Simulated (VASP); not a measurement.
Write the native input for VASP 6.6.1 that does the following.

```
Task                   : single point
Functional             : PBE
Potentials or basis    : VASP PAW PBE potentials, release 64 (Ba_sv, Te)
Cutoff                 : 520 eV
k mesh                 : 6 × 6 × 2
Occupations            : gaussian, width 0.01 eV
Spin                   : no spin polarisation
Dipole correction      : no
Further INCAR settings : ALGO = Normal; EDIFF = 1e-07; NBANDS = 24
```

The structure of BaTe lies in POSCAR:

```
BaTe
1.0
    5.9738371119      0.0000000000      0.0000000000
   -2.9869185559      5.1734946970      0.0000000000
    0.0000000000      0.0000000000      7.0021673338
Ba Te
2 2
Direct
    0.3333333333      0.6666666667      0.2500000000
    0.6666666667      0.3333333333      0.7500000000
    0.6666666667      0.3333333333      0.2500000000
    0.3333333333      0.6666666667      0.7500000000
```

One way to write it, as run:

INCAR

```
PREC = Accurate ; ENCUT = 520
EDIFF = 1E-7 ; ISMEAR = 0
SIGMA = 0.01 ; LREAL = F
LASPH = T ; NELM = 60
ALGO = Normal ; ISIF = 2
LWAVE = F ; LCHARG = F
GGA = PE ; NBANDS = 24
```

KPOINTS

```
regular mesh
0
Gamma
  6 6 2
```

Potentials or basis: VASP PAW PBE potentials, release 64 (Ba_sv, Te).

Launch:

```console
$ cat potpaw_PBE.64/Ba_sv/POTCAR potpaw_PBE.64/Te/POTCAR > POTCAR
$ mpirun -np 1 vasp_std > vasp.out
```

Results of the run:

```
Pressure               : 0.4 GPa
Band gap on the k mesh : 1.88 eV (least direct gap 2.16 eV)
```

Caveat: the k points lie up to 0.45 Å⁻¹ apart; spin-orbit coupling is left out, which moves the levels of the heavy elements.

Run time: 120 s on 1 thread of Intel Xeon 8259CL, with other jobs on the host, peak memory 0.38 GiB.
